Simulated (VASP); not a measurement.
Pb: single point with PBE

Pb:

```xyz
1
Lattice="0.0191 2.4296 2.4197 2.4690 -0.0067 2.4454 2.4478 2.4341 0.0146" Properties=species:S:1:pos:R:3 pbc="T T T"
Pb    0.0000    0.0000    0.0000
```

This cell differs from its parent crystal: volume scaled by 0.96.

```yaml
Program: VASP 6.6.1
Task: single point
Functional: PBE
Potentials_or_basis: VASP PAW PBE potentials, release 64 (Pb_d)
Cutoff: 520 eV
k_mesh: 9 × 9 × 9
Occupations: fermi-dirac, width 0.05 eV
Spin: no spin polarisation
Dipole_correction: no
Further_INCAR_settings: ALGO = Normal; EDIFF = 1e-06; NBANDS = 13
```

```yaml
Pressure: 4.9 GPa
Band_gap_on_the_k_mesh: zero (band 7 reaches 15.41 eV, above the bottom of band 8 at 6.14 eV)
```

Stress tensor (GPa, compression positive):
```
 4.80  0.06 -0.65
 0.06  4.98  0.18
-0.65  0.18  5.05
```

Levels at points of the mesh, in eV from the Fermi level:
```
           k point  band 3  band 4  band 5  band 6  band 7  band 8  band 9  band 10  band 11  band 12
(0.00, 0.00, 0.00)  -16.94  -16.80  -16.79  -11.93    7.74    7.95    8.16     9.97    12.04    12.80
```

It took 66 s on 1 thread of Intel(R) Xeon(R) Platinum 8488C (Sapphire Rapids), with other jobs on the host, peak memory 0.25 GiB.

Caveat: spin-orbit coupling is left out, which moves the levels of the heavy elements.
